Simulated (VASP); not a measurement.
# KBr (Fm-3m) in VASP: a series of runs

KBr is run at these levels: PBE; tasks: single point.

All numbers are computed with VASP 6.6.1; they aren't measurements. Logs are shortened: lines on timing, memory, paths and dates and some standing lists are left out, and cuts for length are marked.

### Step 1. The cell of the first run

It takes space group Fm-3m (No. 225, cubic). The conventional cell has a = 6.633 Å, b = 6.633 Å, c = 6.633 Å, α = 90.00°, β = 90.00°, γ = 90.00°. K (site symmetry m-3m) has 6 Br at 3.32 Å within 4.4 Å. Within 4.4 Å of Br (site symmetry m-3m) lie 6 K at 3.32 Å.

### Step 2. Single point, PBE (volume scaled by 0.97)

Contents of INCAR:

```
SYSTEM = KBr
ALGO = Normal
EDIFF = 1E-6
ENCUT = 520
GGA = PE
ISIF = 2
ISMEAR = 0
LASPH = .TRUE.
LCHARG = .FALSE.
LREAL = .FALSE.
LWAVE = .FALSE.
NBANDS = 15
NELM = 60
PREC = Accurate
SIGMA = 0.02
```

Contents of KPOINTS:

```
k-points
0
G
  6 6 6
  0 0 0
```

Contents of POSCAR:

```
KBr
1.0
    0.0000000000      3.3166027152      3.3166027152
    3.3166027152      0.0000000000      3.3166027152
    3.3166027152      3.3166027152      0.0000000000
K Br
1 1
Direct
    0.0000000000      0.0000000000      0.0000000000
    0.5000000000      0.5000000000      0.5000000000
```

Potentials or basis: VASP PAW PBE potentials, release 64 (K_sv, Br).

Command:

```console
$ cat potpaw_PBE.64/K_sv/POTCAR potpaw_PBE.64/Br/POTCAR > POTCAR
$ mpirun -np 1 vasp_std > vasp.out
```

OUTCAR:

```text
SYSTEM = KBr
   EDIFF = 1E-6
   ENCUT = 520
   GGA = PE
   ISIF = 2
   ISMEAR = 0
   LASPH = .TRUE.
   LREAL = .FALSE.
   NELM = 60
   PREC = Accurate

 ion  position               nearest neighbor table
   1  0.000  0.000  0.000-
   2  0.500  0.500  0.500-

  LATTYP: Found a face centered cubic cell.
 ALAT       =     6.6332054304

  Lattice vectors:

 A1 = (   0.0000000000,   3.3166027152,   3.3166027152)
 A2 = (   3.3166027152,   0.0000000000,   3.3166027152)
 A3 = (   3.3166027152,   3.3166027152,   0.0000000000)

Analysis of symmetry for initial positions (statically):
=====================================================================
 Subroutine PRICEL returns:
 Original cell was already a primitive cell.

 Routine SETGRP: Setting up the symmetry group for a
 face centered cubic supercell.

 Subroutine GETGRP returns: Found 48 space group operations
 (whereof 48 operations were pure point group operations)
 out of a pool of 48 trial point group operations.

The static configuration has the point symmetry O_h .

Analysis of symmetry for dynamics (positions and initial velocities):
=====================================================================
 Subroutine PRICEL returns:
 Original cell was already a primitive cell.

 Routine SETGRP: Setting up the symmetry group for a
 face centered cubic supercell.

 Subroutine GETGRP returns: Found 48 space group operations
 (whereof 48 operations were pure point group operations)
 out of a pool of 48 trial point group operations.

The dynamic configuration has the point symmetry O_h .

 Subroutine INISYM returns: Found 48 space group operations
 (whereof 48 operations are pure point group operations),
 and found     1 'primitive' translations

----------------------------------------------------------------------------------------

                                     Primitive cell

  volume of cell :      72.9643

  direct lattice vectors                    reciprocal lattice vectors
     0.000000000  3.316602715  3.316602715    -0.150756676  0.150756676  0.150756676
     3.316602715  0.000000000  3.316602715     0.150756676 -0.150756676  0.150756676
     3.316602715  3.316602715  0.000000000     0.150756676  0.150756676 -0.150756676

  length of vectors
     4.690384541  4.690384541  4.690384541     0.261118222  0.261118222  0.261118222

  position of ions in fractional coordinates (direct lattice)
     0.000000000  0.000000000  0.000000000
     0.500000000  0.500000000  0.500000000

  ion indices of the primitive-cell ions
   primitive index   ion index
                 1           1
                 2           2

----------------------------------------------------------------------------------------

 KPOINTS: k-points

Automatic generation of k-mesh.
 Grid dimensions read from file:
 generate k-points for:    6    6    6

 Generating k-lattice:

  Cartesian coordinates                     Fractional coordinates (reciprocal lattice)
    -0.025126113  0.025126113  0.025126113     0.166666667  0.000000000  0.000000000
     0.025126113 -0.025126113  0.025126113     0.000000000  0.166666667  0.000000000
     0.025126113  0.025126113 -0.025126113     0.000000000  0.000000000  0.166666667

  Length of vectors
     0.043519704  0.043519704  0.043519704

  Shift w.r.t. Gamma in fractional coordinates (k-lattice)
     0.000000000  0.000000000  0.000000000

 Subroutine IBZKPT returns following result:
 ===========================================

 Found     16 irreducible k-points:

 Following reciprocal coordinates:
            Coordinates               Weight
  0.000000  0.000000  0.000000      1.000000
  0.166667  0.000000  0.000000      8.000000
  0.333333  0.000000  0.000000      8.000000
  0.500000  0.000000  0.000000      4.000000
  0.166667  0.166667  0.000000      6.000000
  0.333333  0.166667  0.000000     24.000000
[... 8 lines left out ...]
 -0.333333  0.333333  0.166667     24.000000
 -0.333333  0.500000  0.166667     12.000000
   k-points           NKPTS =     16   k-points in BZ     NKDIM =     16   number of bands    NBANDS=     15
   number of dos      NEDOS =    301   number of ions     NIONS =      2
   total plane-waves  NPLWV =  46656
   dimension x,y,z NGX =    36 NGY =   36 NGZ =   36
   dimension x,y,z NGXF=    72 NGYF=   72 NGZF=   72
   ions per type =               1   1
   NGX,Y,Z   is equivalent  to a cutoff of  12.76, 12.76, 12.76 a.u.
   NGXF,Y,Z  is equivalent  to a cutoff of  25.52, 25.52, 25.52 a.u.
 SYSTEM =  KBr
   PREC   = accura    normal or accurate (medium, high low for compatibility)
   ISTART =      0    job   : 0-new  1-cont  2-samecut
   ICHARG =      2    charge: 1-file 2-atom 10-const
   ISPIN  =      1    spin polarized calculation?
   LNONCOLLINEAR =      F non collinear calculations
   LSORBIT =      F    spin-orbit coupling
   LASPH  =      T    aspherical Exc in radial PAW
   ENCUT  =  520.0 eV  38.22 Ry    6.18 a.u.   8.72  8.72  8.72*2*pi/ulx,y,z
   NELM   =     60;   NELMIN=  2; NELMDL= -5     # of ELM steps
   EDIFF  = 0.1E-05   stopping-criterion for ELM
   LREAL  =      F    real-space projection
   EDIFFG = 0.1E-04   stopping-criterion for IOM
   NSW    =      0    number of steps for IOM
   IBRION =     -1    ionic relax: 0-MD 1-quasi-New 2-CG
   NFREE  =      0    steps in history (QN), initial steepest desc. (CG)
   ISIF   =      2    stress and relaxation
   ISYM   =      2    0-nonsym 1-usesym 2-fastsym
   POTIM  = 0.5000    time-step for ionic-motion
   TEBEG  =    0.0;   TEEND  =   0.0 temperature during run
   PSTRESS=    0.0 pullay stress
   NELECT =      16.0000    total number of electrons
   NUPDOWN=      -1.0000    fix difference up-down
   EMIN   =  10.00;   EMAX   =-10.00  energy-range for DOS
   EFERMI =   0.00;   METHOD = LEGACY
   ISMEAR =     0;   SIGMA  =   0.02  broadening in eV -4-tet -1-fermi 0-gaus
   EFERMI_NEDOS =   21; number of points for ismear=-14 and -15
   IALGO  =     38    algorithm
   IMIX   =      4    mixing-type and parameters
     AMIX     =   0.40;   BMIX     =  1.00
     AMIX_MAG =   1.60;   BMIX_MAG =  1.00
  volume/ion in A,a.u.               =      36.48       246.19
  Fermi-wavevector in a.u.,A,eV,Ry     =   0.987214  1.865564 13.260126  0.974592
  Thomas-Fermi vector in A             =   2.118652
   LORBIT       =      0    0 simple, 1 ext, 2 COOP (PROOUT), +10 PAW based schemes
   GGA     = PE    functional components
   LHFCALC =     F    Hartree Fock is set to
   AEXX    =    0.0000 exact exchange contribution
   IVDW    =     0    specifies the selected vdW correction
   LEPSILON=     F    determine dielectric tensor
   LRPA    =     F    only Hartree local field effects (RPA)
 non-spin polarized calculation
 Gauss-broadening in eV      SIGMA  =   0.02
  energy-cutoff  :      520.00
  volume of cell :       72.96
 maximum number of plane-waves:      1989
   NGX = 17   NGY = 17   NGZ = 17

 number of electron      15.9999997 magnetization

 Free energy of the ion-electron system (eV)
  ---------------------------------------------------
  ext. energy  EPLUGINS =         0.00000000
  ---------------------------------------------------
  free energy    TOTEN  =        -6.21946790 eV

  energy without entropy =       -6.21946790  energy(sigma->0) =       -6.21946790

 E-fermi :  -1.6009     XC(G=0):  -7.3106

 val. band max:       -1.7997206706   @ k =   0.0000   0.0000   0.0000
 cond. band min:       2.5941486061   @ k =   0.0000   0.0000   0.0000
 fundamental gap:      4.3938692768
 Fermi energy:        -1.6008740744

 k-point     1 :       0.0000    0.0000    0.0000
  band No.  band energies     occupation
      1     -29.6132      2.00000
      2     -14.0738      2.00000
      3     -13.0894      2.00000
      4     -13.0894      2.00000
      5     -13.0894      2.00000
      6      -1.7997      2.00000
      7      -1.7997      2.00000
      8      -1.7997      2.00000
      9       2.5941      0.00000
     10       5.8008      0.00000
     11       5.8008      0.00000
     12       5.8008      0.00000
     13       6.6147      0.00000
     14       6.6147      0.00000
     15       9.7632      0.00000

 k-point     2 :       0.1667    0.0000    0.0000
  band No.  band energies     occupation
      1     -29.6120      2.00000
      2     -14.1242      2.00000
      3     -13.0907      2.00000
      4     -13.0907      2.00000
      5     -13.0223      2.00000
      6      -2.1557      2.00000
      7      -1.8848      2.00000
      8      -1.8848      2.00000
      9       3.2409      0.00000
     10       5.6582      0.00000
     11       6.1205      0.00000
     12       6.1205      0.00000
     13       6.9636      0.00000
     14       6.9636      0.00000
     15      10.6306      0.00000

 k-point     3 :       0.3333    0.0000    0.0000
  band No.  band energies     occupation
      1     -29.6094      2.00000
      2     -14.2102      2.00000
      3     -13.0934      2.00000
      4     -13.0934      2.00000
      5     -12.9023      2.00000
      6      -2.7145      2.00000
      7      -2.0449      2.00000
      8      -2.0449      2.00000
      9       4.3533      0.00000
     10       5.8836      0.00000
     11       6.9749      0.00000
     12       6.9749      0.00000
     13       7.8431      0.00000
     14       7.8431      0.00000
     15       9.6136      0.00000
[... 199 lines left out ...]
 k-point    15 :      -0.3333    0.3333    0.1667
  band No.  band energies     occupation
      1     -29.6069      2.00000
      2     -14.1239      2.00000
      3     -13.1352      2.00000
      4     -13.1228      2.00000
      5     -12.9647      2.00000
      6      -2.6067      2.00000
      7      -2.3154      2.00000
      8      -2.1844      2.00000
      9       5.3831      0.00000
     10       5.7647      0.00000
     11       6.6896      0.00000
     12       7.3065      0.00000
     13       8.4846      0.00000
     14       8.7839      0.00000
     15       9.1634      0.00000

 k-point    16 :      -0.3333    0.5000    0.1667
  band No.  band energies     occupation
      1     -29.6065      2.00000
      2     -14.0529      2.00000
      3     -13.1613      2.00000
      4     -13.1358      2.00000
      5     -13.0254      2.00000
      6      -2.4930      2.00000
      7      -2.2628      2.00000
      8      -2.2387      2.00000
      9       4.7959      0.00000
     10       6.0612      0.00000
     11       6.4569      0.00000
     12       7.3826      0.00000
     13       8.1548      0.00000
     14       8.9423      0.00000
     15       9.4435      0.00000

------------------------ aborting loop because EDIFF is reached ----------------------------------------

  FORCE on cell =-STRESS in cart. coord.  units (eV):
  Direction    XX          YY          ZZ          XY          YZ          ZX
  --------------------------------------------------------------------------------------
  -------------------------------------------------------------------------------------
  Total        0.2318906      0.2318906      0.2318906      0.0000000      0.0000000     -0.0000000
  in kB        5.0919413      5.0919413      5.0919413      0.0000000      0.0000000     -0.0000000
  external PRESSURE =       5.0919413 kB  Pullay stress =       0.0000000 kB

 VOLUME and BASIS-vectors are now :
 -----------------------------------------------------------------------------
  energy-cutoff  :      520.00
  volume of cell :       72.96
      direct lattice vectors                 reciprocal lattice vectors
     0.000000000  3.316602715  3.316602715    -0.150756676  0.150756676  0.150756676
     3.316602715  0.000000000  3.316602715     0.150756676 -0.150756676  0.150756676
     3.316602715  3.316602715  0.000000000     0.150756676  0.150756676 -0.150756676

 POSITION                                       TOTAL-FORCE (eV/Angst)
 -----------------------------------------------------------------------------------
      0.00000      0.00000      0.00000         0.000000     -0.000000     -0.000000
      3.31660      3.31660      3.31660         0.000000      0.000000      0.000000
 -----------------------------------------------------------------------------------
    total drift:                                0.000000      0.000000      0.000000

  FREE ENERGIE OF THE ION-ELECTRON SYSTEM (eV)
  ---------------------------------------------------
  free  energy   TOTEN  =        -6.2194679020 eV

  energy  without entropy=       -6.2194679020  energy(sigma->0) =       -6.21946790
```

Run time: 7.8 s. Hardware: 1 thread of Intel Xeon 6975P-C (Granite Rapids), shared host; peak memory 0.21 GiB.

What came out:

```yaml
Free_energy: -6.2195 eV
Pressure: 0.5 GPa
Band_gap_on_the_k_mesh: 4.39 eV, direct
```

Levels at points of the mesh, in eV from the valence-band top:
```
           k point  band 6  band 7  band 8  band 9  band 10  band 11
(0.00, 0.00, 0.00)    0.00    0.00    0.00    4.39     7.60     7.60
(0.50, 0.00, 0.00)   -1.15   -0.32   -0.32    6.56     8.18     9.72
(0.50, 0.50, 0.00)   -0.80   -0.28   -0.28    5.88     7.14     9.34
```

Caveat: the cell differs from its parent crystal (volume scaled by 0.97).

### Step 3. Single point, PBE (volume scaled by 0.94)

Contents of INCAR:

```
PREC = Accurate ; ENCUT = 520
EDIFF = 1E-6 ; ISMEAR = 0
SIGMA = 0.02 ; LREAL = False
LASPH = True ; NELM = 100
ALGO = Normal ; ISIF = 2
LWAVE = False ; LCHARG = False
GGA = PE ; NBANDS = 15
```

Contents of KPOINTS:

```
regular mesh
0
Gamma
  6 6 6
```

Contents of POSCAR:

```
KBr
1.0
    0.0000000000      3.2820522577      3.2820522577
    3.2820522577      0.0000000000      3.2820522577
    3.2820522577      3.2820522577      0.0000000000
K Br
1 1
Direct
    0.0000000000      0.0000000000      0.0000000000
    0.5000000000      0.5000000000      0.5000000000
```

Potentials or basis: VASP PAW PBE potentials, release 64 (K_sv, Br).

Command:

```console
$ cat potpaw_PBE.64/K_sv/POTCAR potpaw_PBE.64/Br/POTCAR > POTCAR
$ mpirun -np 1 vasp_std > vasp.out
```

Wall time 8.6 s (1 thread of Intel Xeon 6975P-C (Granite Rapids), shared host); peak memory 0.2 GiB.

Results (log left out):

```yaml
Free_energy: -6.2084 eV
Pressure: 1.0 GPa
Band_gap_on_the_k_mesh: 4.48 eV, direct
```

Levels at points of the mesh, in eV from the valence-band top:
```
           k point  band 5  band 6  band 7  band 8  band 9  band 10  band 11  band 12
(0.00, 0.00, 0.00)  -11.23    0.00    0.00    0.00    4.48     7.61     7.61     7.61
(0.50, 0.00, 0.00)  -10.97   -1.21   -0.35   -0.35    6.63     8.30     9.81     9.81
(0.50, 0.50, 0.00)  -11.26   -0.83   -0.29   -0.29    5.85     7.26     9.39     9.60
```

Caveat: the cell differs from its parent crystal (volume scaled by 0.94).

### Step 4. Single point, PBE

This run uses another cell than the first one, of 37.61 Å³/atom, 1.031 times its volume.

Contents of INCAR:

```
  PREC = Accurate
  ENCUT = 520
  EDIFF = 1E-6
  ISMEAR = 0
  SIGMA = 0.02
  LREAL = False
  LASPH = True
  NELM = 60
  ALGO = Normal
  ISIF = 2
  LWAVE = False
  LCHARG = True
  GGA = PE
  LELF = True
  LVHAR = True
  NBANDS = 15
```

Contents of KPOINTS:

```
Automatic mesh
0
Gamma
  6 6 6
```

Contents of POSCAR:

```
KBr
1.0
    0.0000000000      3.3504479376      3.3504479376
    3.3504479376      0.0000000000      3.3504479376
    3.3504479376      3.3504479376      0.0000000000
K Br
1 1
Direct
    0.0000000000      0.0000000000      0.0000000000
    0.5000000000      0.5000000000      0.5000000000
```

Command:

```console
$ cat potpaw_PBE.64/K_sv/POTCAR potpaw_PBE.64/Br/POTCAR > POTCAR
$ mpirun -np 1 vasp_std > vasp.out
```

Run time: 9.6 s. Hardware: 1 thread of Intel Xeon 6975P-C (Granite Rapids), shared host; peak memory 0.2 GiB.

It converged, with:

| Quantity | Value |
| --- | --- |
| Free energy | -6.2236 eV |
| Pressure | 0.1 GPa |
| Band gap on the k mesh | 4.31 eV, direct |

Levels at points of the mesh, in eV from the valence-band top:
| k point | band 5 | band 6 | band 7 | band 8 | band 9 | band 10 | band 11 | band 12 |
| --- | --- | --- | --- | --- | --- | --- | --- | --- |
| (0.00, 0.00, 0.00) | -11.36 | 0.00 | 0.00 | 0.00 | 4.31 | 7.59 | 7.59 | 7.59 |
| (0.50, 0.00, 0.00) | -11.13 | -1.09 | -0.30 | -0.30 | 6.49 | 8.06 | 9.64 | 9.64 |
| (0.50, 0.50, 0.00) | -11.38 | -0.77 | -0.27 | -0.27 | 5.91 | 7.03 | 9.26 | 9.29 |

### Step 5. Single point, PBE (volume scaled by 1.03)

Contents of INCAR:

```
SYSTEM = KBr
  PREC = Accurate
  ENCUT = 520
  EDIFF = 1E-7
  ISMEAR = 0
  SIGMA = 0.02
  LREAL = .FALSE.
  LASPH = .TRUE.
  NELM = 60
  ALGO = Normal
  ISIF = 2
  LWAVE = .FALSE.
  LCHARG = .FALSE.
  GGA = PE
  NBANDS = 15
```

Contents of KPOINTS:

```
Automatic mesh
0
G
  6 6 6
  0 0 0
```

Contents of POSCAR:

```
KBr
1.0
    0.0000000000      3.3836228470      3.3836228470
    3.3836228470      0.0000000000      3.3836228470
    3.3836228470      3.3836228470      0.0000000000
K Br
1 1
Direct
    0.0000000000      0.0000000000      0.0000000000
    0.5000000000      0.5000000000      0.5000000000
```

Command:

```console
$ cat potpaw_PBE.64/K_sv/POTCAR potpaw_PBE.64/Br/POTCAR > POTCAR
$ mpirun -np 1 vasp_std > vasp.out
```

Wall time 9.3 s (1 thread of Intel Xeon 6975P-C (Granite Rapids), shared host); peak memory 0.2 GiB.

The run converged. Its results:

* Free energy: -6.2218 eV
* Pressure: -0.3 GPa
* Band gap on the k mesh: 4.24 eV, direct

Levels at points of the mesh, in eV from the valence-band top:
| k point | band 6 | band 7 | band 8 | band 9 | band 10 | band 11 |
| --- | --- | --- | --- | --- | --- | --- |
| (0.00, 0.00, 0.00) | 0.00 | 0.00 | 0.00 | 4.24 | 7.58 | 7.58 |
| (0.50, 0.00, 0.00) | -1.04 | -0.28 | -0.28 | 6.43 | 7.94 | 9.55 |
| (0.50, 0.50, 0.00) | -0.74 | -0.26 | -0.26 | 5.93 | 6.93 | 9.10 |

Caveat: the cell differs from its parent crystal (volume scaled by 1.03).

### Step 6. The runs side by side

```csv
cell,gap on the mesh (eV),pressure (GPa)
"a = 4.690 Å, angles 60.0°, 2 atoms",4.39,0.5
"a = 4.642 Å, angles 60.0°, 2 atoms",4.48,1.0
"a = 4.738 Å, angles 60.0°, 2 atoms",4.31,0.1
"a = 4.785 Å, angles 60.0°, 2 atoms",4.24,-0.3
```

Alike in all rows: task single point; level PBE; potentials or basis VASP PAW PBE potentials, release 64 (K_sv, Br); no spin polarisation; k mesh 6 × 6 × 6; cutoff (eV) 520; smearing gaussian 0.02 eV.

Absolute energies hang on the potentials; compare differences alone.
